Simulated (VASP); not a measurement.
Input of a VASP 6.6.1 run:

File POSCAR:

```
CaO
1.0
    3.3528094407      0.0000000000      0.0000000000
   -1.6764047204      2.9036181497      0.0000000000
    0.0000000000      0.0000000000      5.8718796967
Ca O
2 2
Direct
    0.0000000000      0.0000000000      0.0000000000
    0.0000000000      0.0000000000      0.5000000000
    0.3333333333      0.6666666667      0.2500000000
    0.6666666667      0.3333333333      0.7500000000
```

File INCAR.step1:

```
ALGO = Normal
EDIFF = 1E-4
ENCUT = 520
GGA = PE
ISMEAR = 0
LASPH = True
LCHARG = False
LREAL = False
LWAVE = True
NBANDS = 24
NELM = 100
PREC = Accurate
SIGMA = 0.01
```

The input INCAR.step2:

```
ALGO = Normal
EDIFF = 1E-6
ENCUT = 520
ISIF = 2
ISMEAR = 0
ISTART = 1
LASPH = True
LCHARG = True
LELF = True
LMIXTAU = True
LREAL = False
LVHAR = True
LWAVE = False
METAGGA = R2SCAN
NBANDS = 24
NELM = 100
PREC = Accurate
SIGMA = 0.01
```

Contents of KPOINTS:

```
k-points
0
Gamma
  9 9 4
```

Potentials or basis: VASP PAW PBE potentials, release 64 (Ca_sv, O).

Run with:

```console
$ cat potpaw_PBE.64/Ca_sv/POTCAR potpaw_PBE.64/O/POTCAR > POTCAR
$ cp INCAR.step1 INCAR
$ mpirun -np 1 vasp_std > vasp.out
$ cp INCAR.step2 INCAR
$ mpirun -np 1 vasp_std > vasp.out
```

Task: What does it give for the band gap on the k mesh?

Result: 4.35 eV, direct.

Task: Estimate the pressure.

Result: -2.2 GPa.

Stress tensor (GPa, compression positive):
```
-2.18  0.00  0.00
 0.00 -2.18  0.00
 0.00  0.00 -2.27
```

Caveat: the PAW data sets were made with another functional, which shifts forces and pressure a little. A k mesh can miss the band edges.
